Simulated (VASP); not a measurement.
The system is CoH4.

```xyz
10
Lattice="2.5133 0.0000 0.0000 -0.1893 2.5067 0.0000 -0.3624 -0.3730 9.6031" Properties=species:S:1:pos:R:3 pbc="T T T"
Co    0.3086    0.2943    7.2027
Co    1.6530    1.8394    2.4003
H     0.2137    1.5474    8.2237
H     0.3963    1.8395    3.4215
H     0.3964    1.8396    1.3791
H     0.2138    1.5476    6.1818
H     1.7478    0.5863    1.3794
H     1.5653    0.2942    6.1815
H     1.5652    0.2941    8.2239
H     1.7477    0.5861    3.4213
```

- Program: VASP 6.6.1
- Task: relaxation of cell and atoms
- Functional: PBE
- Potentials or basis: VASP PAW PBE potentials, release 64 (Co, H)
- Cutoff: 600 eV
- k mesh: 6 × 6 × 2
- Occupations: gaussian, width 0.1 eV
- Spin: no spin polarisation

At the start: pressure 3.2 GPa; volume 6.05 Å³/atom.

How do energy, volume and symmetry change on relaxing?

Over 5 steps the energy falls by 10.2 meV/atom and the volume is 6.26 Å³/atom (+3.4 %); space group P-1 (No. 2, to 0.1 Å) before and after.

The path:
```tsv
step	energy change (eV)	largest force (eV/Å)	pressure (GPa)	volume (Å³)
1	0.0000	0.0186	3.17	60.50
2	-0.0504	0.0771	0.81	61.55
3	-0.0774	0.1570	-2.65	63.20
4	-0.1007	0.0172	-0.87	62.70
5	-0.1015	0.0160	-0.41	62.59
```

Final structure:
```xyz
10
Lattice="2.5658 0.0888 0.0002 -0.1047 2.5651 0.0003 -0.3825 -0.3944 9.4961" Properties=species:S:1:pos:R:3 pbc="T T T"
Co    0.3258    0.3135    7.1226
Co    1.7527    1.9460    2.3739
H     0.2736    1.5960    8.1175
H     0.4696    1.9018    3.3687
H     0.4699    1.9014    1.3791
H     0.2732    1.5962    6.1280
H     1.8049    0.6635    1.3791
H     1.6089    0.3577    6.1278
H     1.6086    0.3581    8.1174
H     1.8053    0.6633    3.3685
```

Caveat: the k points lie up to 0.41 Å⁻¹ apart in the final cell, too coarse for converged energies and pressures of a metal; the run has no spin polarisation, though such a crystal can be magnetic.
